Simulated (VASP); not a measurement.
A run of VASP 6.6.1 is set up as follows.

File INCAR:

```
SYSTEM = Cs2BiAuF6
ALGO = Normal ; EDIFF = 1E-6
ENCUT = 520 ; GGA = PE
ISIF = 2 ; ISMEAR = -1
LASPH = .True. ; LCHARG = .False.
LREAL = .False. ; LWAVE = .False.
NBANDS = 54 ; NELM = 100
PREC = Accurate ; SIGMA = 0.15
```

File KPOINTS:

```
k-points
0
Gamma
  4 4 4
  0 0 0
```

POSCAR

```
Cs2BiAuF6
1.0
    0.0000000000      4.7967940000      4.7967940000
    4.7967940000      0.0000000000      4.7967940000
    4.7967940000      4.7967940000      0.0000000000
Cs Bi Au F
2 1 1 6
Direct
    0.7500000000      0.7500000000      0.7500000000
    0.2500000000      0.2500000000      0.2500000000
    0.0000000000      0.0000000000      0.0000000000
    0.5000000000      0.5000000000      0.5000000000
    0.7626360000      0.2373640000      0.2373640000
    0.2373640000      0.2373640000      0.7626360000
    0.2373640000      0.7626360000      0.7626360000
    0.2373640000      0.7626360000      0.2373640000
    0.7626360000      0.2373640000      0.7626360000
    0.7626360000      0.7626360000      0.2373640000
```

Potentials or basis: VASP PAW PBE potentials, release 64 (Cs_sv, Bi_d, Au, F).

Launch:

```bash
$ cat potpaw_PBE.64/Cs_sv/POTCAR potpaw_PBE.64/Bi_d/POTCAR potpaw_PBE.64/Au/POTCAR potpaw_PBE.64/F/POTCAR > POTCAR
$ mpirun -np 1 vasp_std > vasp.out
```

(1) Estimate the band gap on the k mesh.

(2) What does it give for the pressure?

(3) Predict the largest force.

## Answers

(1) 1.19 eV, indirect (least direct gap 1.89 eV).

(2) 0.0 GPa.

(3) 0.009 eV/Å.

Caveat: spin-orbit coupling is left out, which moves the levels of the heavy elements.
